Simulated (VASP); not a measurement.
# Cl (Cmce) in VASP: single point with PBE

Aim: the single point of Cl with PBE.

Program: VASP 6.6.1. These are calculated values, not measurements. Logs are shortened: lines on timing, memory, paths and dates and some standing lists are left out, and cuts for length are marked.

### Step 1. The cell of the first run

It takes space group Cmce (No. 64, orthorhombic). Conventional cell: a = 6.214 Å, b = 4.231 Å, c = 8.194 Å, α = 90.00°, β = 90.00°, γ = 90.00°. Cl (site symmetry m) has 1 Cl at 2.16 Å within 2.9 Å.

### Step 2. Single point, PBE

The input, POSCAR:

```
Cl
1.0
    3.1068710000      2.1157440000      0.0000000000
    3.1068710000     -2.1157440000      0.0000000000
    0.0000000000      0.0000000000     -8.1943960000
Cl
4
Direct
    0.1381000000      0.8619000000      0.8891000000
    0.3619000000      0.6381000000      0.3891000000
    0.8619000000      0.1381000000      0.1109000000
    0.6381000000      0.3619000000      0.6109000000
```

The input, INCAR.step1:

```
SYSTEM = Cl
ALGO = Normal
EDIFF = 1E-7
ENCUT = 520
GGA = PE
ISIF = 2
ISMEAR = -1
LASPH = .TRUE.
LCHARG = .TRUE.
LREAL = .FALSE.
LWAVE = .FALSE.
NBANDS = 22
NELM = 80
PREC = Accurate
SIGMA = 0.1
```

The input, KPOINTS.step1:

```
k-points
0
G
  7 7 3
  0 0 0
```

The input, INCAR.step2:

```
SYSTEM = Cl
ALGO = Normal
EDIFF = 1E-7
ENCUT = 520
GGA = PE
ICHARG = 11
ISIF = 2
ISMEAR = -5
LASPH = .TRUE.
LCHARG = .FALSE.
LORBIT = 11
LREAL = .FALSE.
LWAVE = .FALSE.
NBANDS = 22
NEDOS = 1001
NELM = 80
PREC = Accurate
SIGMA = 0.1
```

The input, KPOINTS.step2:

```
k-points
0
G
  11 11 5
  0 0 0
```

Potentials or basis: VASP PAW PBE potentials, release 64 (Cl).

Run with:

```console
$ cat potpaw_PBE.64/Cl/POTCAR > POTCAR
$ cp INCAR.step1 INCAR
$ cp KPOINTS.step1 KPOINTS
$ mpirun -np 1 vasp_std > vasp.out
$ cp INCAR.step2 INCAR
$ cp KPOINTS.step2 KPOINTS
$ mpirun -np 1 vasp_std > vasp.out
```

OUTCAR:

```text
SYSTEM = Cl
   EDIFF = 1E-7
   ENCUT = 520
   GGA = PE
   ICHARG = 11
   ISIF = 2
   ISMEAR = -5
   LASPH = .TRUE.
   LORBIT = 11
   LREAL = .FALSE.
   NELM = 80
   PREC = Accurate

 ion  position               nearest neighbor table
   1  0.138  0.862  0.889-   3 2.16
   2  0.362  0.638  0.389-   4 2.16
   3  0.862  0.138  0.111-   1 2.16
   4  0.638  0.362  0.611-   2 2.16

  LATTYP: Found a base centered orthorhombic cell.
 ALAT       =     4.2314880000
 B/A-ratio  =     1.4684531777
 C/A-ratio  =     1.9365282378

  Lattice vectors:

 A1 = (  -3.1068710000,   2.1157440000,   0.0000000000)
 A2 = (   3.1068710000,   2.1157440000,   0.0000000000)
 A3 = (   0.0000000000,   0.0000000000,  -8.1943960000)

Analysis of symmetry for initial positions (statically):
=====================================================================
 Subroutine PRICEL returns:
 Original cell was already a primitive cell.

 Routine SETGRP: Setting up the symmetry group for a
 base centered orthorhombic supercell.

 Subroutine GETGRP returns: Found  8 space group operations
 (whereof  4 operations were pure point group operations)
 out of a pool of  8 trial point group operations.

The static configuration has the point symmetry C_2h.
 The point group associated with its full space group is D_2h.

Analysis of symmetry for dynamics (positions and initial velocities):
=====================================================================
 Subroutine PRICEL returns:
 Original cell was already a primitive cell.

 Routine SETGRP: Setting up the symmetry group for a
 base centered orthorhombic supercell.

 Subroutine GETGRP returns: Found  8 space group operations
 (whereof  4 operations were pure point group operations)
 out of a pool of  8 trial point group operations.

The dynamic configuration has the point symmetry C_2h.
 The point group associated with its full space group is D_2h.

 Subroutine INISYM returns: Found  8 space group operations
 (whereof  4 operations are pure point group operations),
 and found     1 'primitive' translations

----------------------------------------------------------------------------------------

                                     Primitive cell

  volume of cell :     107.7292

  direct lattice vectors                    reciprocal lattice vectors
     3.106871000  2.115744000  0.000000000     0.160933621  0.236323487  0.000000000
     3.106871000 -2.115744000  0.000000000     0.160933621 -0.236323487  0.000000000
[... 101 lines left out ...]
   PSTRESS=    0.0 pullay stress
   NELECT =      28.0000    total number of electrons
   NUPDOWN=      -1.0000    fix difference up-down
   EMIN   =  10.00;   EMAX   =-10.00  energy-range for DOS
   EFERMI =   0.00;   METHOD = LEGACY
   ISMEAR =    -5;   SIGMA  =   0.10  broadening in eV -4-tet -1-fermi 0-gaus
   EFERMI_NEDOS =   21; number of points for ismear=-14 and -15
   IALGO  =     38    algorithm
   IMIX   =      4    mixing-type and parameters
     AMIX     =   0.40;   BMIX     =  1.00
     AMIX_MAG =   1.60;   BMIX_MAG =  1.00
  volume/ion in A,a.u.               =      26.93       181.75
  Fermi-wavevector in a.u.,A,eV,Ry     =   1.044760  1.974310 14.851070  1.091523
  Thomas-Fermi vector in A             =   2.179526
   LORBIT       =     11    0 simple, 1 ext, 2 COOP (PROOUT), +10 PAW based schemes
   GGA     = PE    functional components
   LHFCALC =     F    Hartree Fock is set to
   AEXX    =    0.0000 exact exchange contribution
   IVDW    =     0    specifies the selected vdW correction
   LEPSILON=     F    determine dielectric tensor
   LRPA    =     F    only Hartree local field effects (RPA)
 non-spin polarized calculation
 Fermi weights with tetrahedron method with Bloechl corrections
  energy-cutoff  :      520.00
  volume of cell :      107.73
 maximum number of plane-waves:      2933

 number of electron      28.0000003 magnetization

 Free energy of the ion-electron system (eV)
  ---------------------------------------------------
  ext. energy  EPLUGINS =         0.00000000
  ---------------------------------------------------
  free energy    TOTEN  =        -7.02286855 eV

  energy without entropy =       -7.02286855  energy(sigma->0) =       -7.02286855

 E-fermi :  -0.2719     XC(G=0):  -8.1587

 val. band max:       -0.2815250570   @ k =   0.4545   0.0000   0.4000
 cond. band min:       1.4756782197   @ k =   0.0909   0.0000   0.0000
 fundamental gap:      1.7572032766
 Fermi energy:        -0.2719262587

 k-point     1 :       0.0000    0.0000    0.0000
  band No.  band energies     occupation
      1     -16.0799      2.00000
      2     -15.6696      2.00000
      3     -13.2656      2.00000
      4     -12.4201      2.00000
      5      -5.1890      2.00000
      6      -4.0803      2.00000
[... 589 lines left out ...]
     21      10.4410      0.00000
     22      10.7518      0.00000

 [... further k-points ...]

------------------------ aborting loop because EDIFF is reached ----------------------------------------

  FORCE on cell =-STRESS in cart. coord.  units (eV):
  Direction    XX          YY          ZZ          XY          YZ          ZX
  --------------------------------------------------------------------------------------
  -------------------------------------------------------------------------------------
  Total        1.3664754     -1.7305752     -4.7726936      0.0000000      0.0000000      0.0000000
  in kB       20.3225935    -25.7375842    -70.9807937      0.0000000      0.0000000      0.0000000
  external PRESSURE =     -25.4652615 kB  Pullay stress =       0.0000000 kB

 VOLUME and BASIS-vectors are now :
 -----------------------------------------------------------------------------
  energy-cutoff  :      520.00
  volume of cell :      107.73
      direct lattice vectors                 reciprocal lattice vectors
     3.106871000  2.115744000  0.000000000     0.160933621  0.236323487  0.000000000
     3.106871000 -2.115744000  0.000000000     0.160933621 -0.236323487  0.000000000
     0.000000000  0.000000000 -8.194396000     0.000000000  0.000000000 -0.122034620

 POSITION                                       TOTAL-FORCE (eV/Angst)
 -----------------------------------------------------------------------------------
      3.10687     -1.53138     -7.28564         0.000000     -0.876015     -1.164977
      3.10687     -0.58437     -3.18844         0.000000      0.876015     -1.164977
      3.10687      1.53138     -0.90876         0.000000      0.876015      1.164977
      3.10687      0.58437     -5.00596         0.000000     -0.876015      1.164977
 -----------------------------------------------------------------------------------
    total drift:                                0.000000      0.000000     -0.000000

  FREE ENERGIE OF THE ION-ELECTRON SYSTEM (eV)
  ---------------------------------------------------
  free  energy   TOTEN  =        -7.0228685537 eV

  energy  without entropy=       -7.0228685537  energy(sigma->0) =       -7.02286855

 total charge

# of ion       s       p       d       tot
------------------------------------------
    1        1.628   3.318   0.000   4.946
    2        1.628   3.318   0.000   4.946
    3        1.628   3.318   0.000   4.946
    4        1.628   3.318   0.000   4.946
--------------------------------------------------
tot          6.512  13.270   0.000  19.783
```

It took 80 s on 1 thread of Oxide Virtual Turin-like, shared host; peak memory 0.27 GiB.

Results:

| Property | Result |
| --- | --- |
| Valence electrons inside the program's atomic spheres | Cl 4.95 |

Caveat: this functional lacks dispersion, which holds the molecules together, so the pressure and a relaxed volume are unreliable.
